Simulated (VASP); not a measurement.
A run of VASP 6.6.1:

INCAR

```
PREC     = Accurate       # precision mode
ENCUT    = 520            # plane-wave cutoff, eV
EDIFF    = 1E-6           # SCF threshold, eV
ISMEAR   = -1             # smearing method
SIGMA    = 0.05           # smearing width, eV
LREAL    = F              # projectors in reciprocal space
LASPH    = T              # aspherical terms in the spheres
NELM     = 100            # most SCF steps
ALGO     = Normal         # electronic algorithm
ISIF     = 2              # what is computed and relaxed
LWAVE    = F              # write WAVECAR
LCHARG   = F              # write CHGCAR
GGA      = PS             # functional
NBANDS   = 21             # bands
```

The input KPOINTS:

```
regular mesh
0
Gamma
  12 12 7
```

Contents of POSCAR:

```
Pb
1.0
    3.4800006906      0.0000000000      0.0000000000
   -1.7400003453      3.0137690032      0.0000000000
    0.0000000000      0.0000000000      5.6459000000
Pb
2
Direct
    0.3333333333      0.6666666667      0.2500000000
    0.6666666667      0.3333333333      0.7500000000
```

Potentials or basis: VASP PAW PBE potentials, release 64 (Pb_d).

Run with:

```console
$ cat potpaw_PBE.64/Pb_d/POTCAR > POTCAR
$ mpirun -np 1 vasp_std > vasp.out
```

Hardware: 1 thread of Intel(R) Xeon(R) 6975P-C (Granite Rapids), with other jobs on the host.

Q: Estimate the wall time of this run.

A: It took 26 s on 1 thread of Intel(R) Xeon(R) 6975P-C (Granite Rapids), with other jobs on the host, peak memory 0.22 GiB. Counts: scf iterations 10, k points 76.
